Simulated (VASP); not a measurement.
BN:

```
B N
1.0
     0.00000    1.74583    1.74583
     1.74583    0.00000    1.74583
     1.74583    1.74583    0.00000
B N
1 1
Direct
  0.00000 0.00000 0.00000
  0.50000 0.50000 0.50000
```

Base run:

```yaml
Program: VASP 6.6.1
Functional: r2SCAN0
Potentials_or_basis: VASP PAW PBE potentials, release 64 (B, N)
Cutoff: 520 eV
k_mesh: 8 × 8 × 8
Occupations: gaussian, width 0.01 eV
Spin: no spin polarisation
```

Its results: band gap on the k mesh 3.17 eV (least direct gap 8.43 eV); pressure -9.2 GPa.

Q: The run is repeated on the same cell with these changes: functional from r2SCAN0 to HSE06. What comes out?

A: Band gap on the k mesh 2.32 eV (least direct gap 7.24 eV); pressure -8.1 GPa.

Caveats: the cell stands under tension; the structure was generated, so it needn't be the stable form of BN; the PAW data sets were made with another functional, which shifts forces and pressure a little.

A k mesh can miss the band edges.
